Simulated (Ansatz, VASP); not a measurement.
# HfB in VASP and in Ansatz

The input POSCAR:

```
HfB
1.0
    0.0000000000      2.3100000000      2.3100000000
    2.3100000000      0.0000000000      2.3100000000
    2.3100000000      2.3100000000      0.0000000000
Hf B
1 1
Direct
    0.5000000000      0.5000000000      0.5000000000
    0.0000000000      0.0000000000      0.0000000000
```

Contents of INCAR.step1:

```
SYSTEM = HfB
  PREC = Accurate
  ENCUT = 600
  ISMEAR = -1
  SIGMA = 0.05
  LREAL = .False.
  LASPH = .True.
  NELM = 150
  LMAXMIX = 4
  LDAU = .True.
  LDAUTYPE = 2
  LDAUL = 2 -1
  LDAUU = 8 0
  LDAUJ = 0 0
  GGA = PE
  ALGO = Normal
  EDIFF = 1E-4
  LWAVE = .True.
  LCHARG = .False.
```

INCAR.step2

```
SYSTEM = HfB
  PREC = Accurate
  ENCUT = 600
  EDIFF = 1E-6
  ISMEAR = -1
  SIGMA = 0.05
  LREAL = .False.
  LASPH = .True.
  NELM = 150
  ALGO = Normal
  ISIF = 3
  LWAVE = .False.
  LCHARG = .False.
  LMAXMIX = 4
  LDAU = .True.
  LDAUTYPE = 2
  LDAUL = 2 -1
  LDAUU = 8 0
  LDAUJ = 0 0
  LDAUPRINT = 1
  METAGGA = R2SCAN
  LMIXTAU = .True.
  IBRION = 2
  NSW = 60
  EDIFFG = -0.01
  ISTART = 1
```

KPOINTS

```
Automatic mesh
0
Gamma
  10 10 10
  0 0 0
```

File input.yaml:

```yaml
crystal:
  lattice:
    - [0.0, 2.31, 2.31]
    - [2.31, 0.0, 2.31]
    - [2.31, 2.31, 0.0]
  atoms:
    - { symbol: Hf, position: [0.5, 0.5, 0.5] }
    - { symbol: B, position: [0.0, 0.0, 0.0] }
hamiltonian:
  xc: r2scan
  pseudopotentials: { kind: paw }
  hubbard: { sites: [{ species: Hf, l: d, u_eff: 8.0 }] }
kpoints:
  mp_grid: { grid: [10, 10, 10] }
scf:
  occupations: { method: fermi_dirac, width: 0.05 }
output:
  forces: true
  stress: true
  eigenvalues: true
relax:
  f_tol: 0.01
  max_steps: 40
  cell: { stress_tol: 0.05 }
```

Alike in both runs: task relaxation of cell and atoms; functional r2SCAN; k mesh 10 × 10 × 10; occupations fermi-dirac, width 0.05 eV; no spin polarisation; Hubbard terms Hf d U = 8.0 eV.

|  | VASP | Ansatz |
| --- | --- | --- |
| version | VASP 6.6.1 | Ansatz 0.2.0 |
| potentials or method | VASP PAW PBE potentials, release 64 (Hf_pv, B) | Ansatz PAW |
| plane-wave cutoff (eV) | 600 | 500 |
| valence electrons in the cell | 13 | 29 |

|  | VASP | Ansatz | Ansatz less VASP |
| --- | --- | --- | --- |
| gap on the k mesh at the Fermi level, each at its own relaxed structure (eV) | none | none | - |
| relaxed volume (Å³/atom) | 15.87 | 15.59 | -0.281 |
| relaxed length of the cell vector where the two differ most in proportion (Å) | 3.554 | 3.533 | -0.0211 |

VASP's potentials were made for PBE, not for r2SCAN. The programs project onto different local orbitals, so the same U acts differently, and such runs can settle in different states. A gap of «none» marks a metal or a gap that the smearing closes. VASP's potentials hold 13 valence electrons a cell and Ansatz's 29, so a difference there can come from the potentials and not from the codes.

Spin-orbit coupling is off throughout. Noted on VASP's run: the volume moved by over 15 % at a fixed basis, so the end points are rough. Noted on Ansatz's run: the volume moved by over 15 % at a fixed basis, so the end points are rough; the plane-wave basis is chosen anew once the cell has moved, so the energies of steps on either side of that aren't comparable.
